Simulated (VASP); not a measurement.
Al23N24 (a cell with a defect), 47 atoms in the cell. The cell holds a defect, 47 atoms: a = 9.339 Å, b = 6.226 Å, c = 9.962 Å, α = 90.00°, β = 90.00°, γ = 120.00°. 

```yaml
Program: VASP 6.6.1
Task: single point
Functional: PBE
Potentials_or_basis: VASP PAW PBE potentials, release 64 (Al, N)
Cutoff: 520 eV
k_mesh: 3 × 4 × 2
Occupations: fermi-dirac, width 0.01 eV
Spin: no spin polarisation
Dipole_correction: no
Charge: -3
Further_INCAR_settings: LREAL = Auto; ALGO = Normal; EDIFF = 1e-06; NBANDS = 124; NELECT = 192.0
```

Potentials or basis: VASP PAW PBE potentials, release 64 (Al, N).

Launch:

```sh
$ cat potpaw_PBE.64/Al/POTCAR potpaw_PBE.64/N/POTCAR > POTCAR
$ mpirun -np 1 vasp_std > vasp.out
```

Hardware: 1 thread of Intel(R) Xeon(R) 6975P-C (Granite Rapids), on a shared host.

How long does it take, and how much memory?

Wall time 20 min on 1 thread of Intel(R) Xeon(R) 6975P-C (Granite Rapids), on a shared host, peak memory 0.87 GiB. Counts: scf iterations 16, k points 14.
